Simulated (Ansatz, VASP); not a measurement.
# CoNiO2 in VASP and in Ansatz

```
Ni Co O
1.0
     3.01433    0.00000    0.00000
     0.00000    3.01433    0.00000
     0.00000    0.00000    4.22229
Ni Co O
1 1 2
Cartesian
  0.0000 0.0000 0.0000
  1.5072 1.5072 2.1111
  0.0000 0.0000 2.1111
  1.5072 1.5072 0.0000
```

Alike in both runs: task single point; functional PBEsol; k mesh 7 × 7 × 5; occupations fermi-dirac, width 0.05 eV; collinear spin; fixed moment 0.8 μB.

```csv
,VASP,Ansatz
version,VASP 6.6.1,Ansatz 0.2.0
potentials or method,"VASP PAW PBE potentials, release 64 (Ni_sv_GW, Co_sv, O)",Ansatz PAW
plane-wave cutoff (eV),700,420
valence electrons in the cell,47,47
```

```csv
,VASP,Ansatz,Ansatz less VASP
pressure (GPa),-23.4,-13.2,+10.26
"traceless stress, the component that is largest in VASP (GPa)",0.38,1.92,+1.537
net moment per atom (μB),0.20,0.20,0.000
size of the moment on the site where the two differ most (μB),0.18,2.16,+1.987
```

VASP's potentials were made for PBE, not for PBEsol. Site moments also hang on the region over which each program counts them.
